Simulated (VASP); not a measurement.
Input of a VASP 6.6.1 run:

POSCAR

```
Li2S
1.0
    0.0000000000      2.8446865456      2.8446865456
    2.8446865456      0.0000000000      2.8446865456
    2.8446865456      2.8446865456      0.0000000000
Li S
2 1
Direct
    0.2500000000      0.2500000000      0.2500000000
    0.7500000000      0.7500000000      0.7500000000
    0.0000000000      0.0000000000      0.0000000000
```

INCAR.step1

```
PREC = Accurate ; ENCUT = 830
ISMEAR = -5 ; SIGMA = 0.1
LREAL = False ; LASPH = True
NELM = 120 ; NBANDS = 13
GGA = PE ; ALGO = Normal
EDIFF = 1E-5 ; LWAVE = True
LCHARG = False ; GGA_COMPAT = False
```

File INCAR.step2:

```
PREC = Accurate ; ENCUT = 830
EDIFF = 1E-6 ; ISMEAR = -5
SIGMA = 0.1 ; LREAL = False
LASPH = True ; NELM = 120
ALGO = Normal ; ISIF = 2
LWAVE = False ; LCHARG = True
METAGGA = R2SCAN ; LMIXTAU = True
LELF = True ; LVHAR = True
NBANDS = 13 ; ISTART = 1
GGA_COMPAT = False
```

KPOINTS

```
regular mesh
0
Gamma
  8 8 8
```

Potentials or basis: VASP PAW PBE potentials, release 64 (Li_sv, S).

Command:

```sh
$ cat potpaw_PBE.64/Li_sv/POTCAR potpaw_PBE.64/S/POTCAR > POTCAR
$ cp INCAR.step1 INCAR
$ mpirun -np 1 vasp_std > vasp.out
$ cp INCAR.step2 INCAR
$ mpirun -np 1 vasp_std > vasp.out
```

Question: Predict the band gap on the k mesh.

Answer: 3.86 eV (least direct gap 5.05 eV).

Question: Predict the pressure.

Answer: -0.2 GPa.

Caveat: the PAW data sets were made with another functional, which shifts forces and pressure a little. A k mesh can miss the band edges.
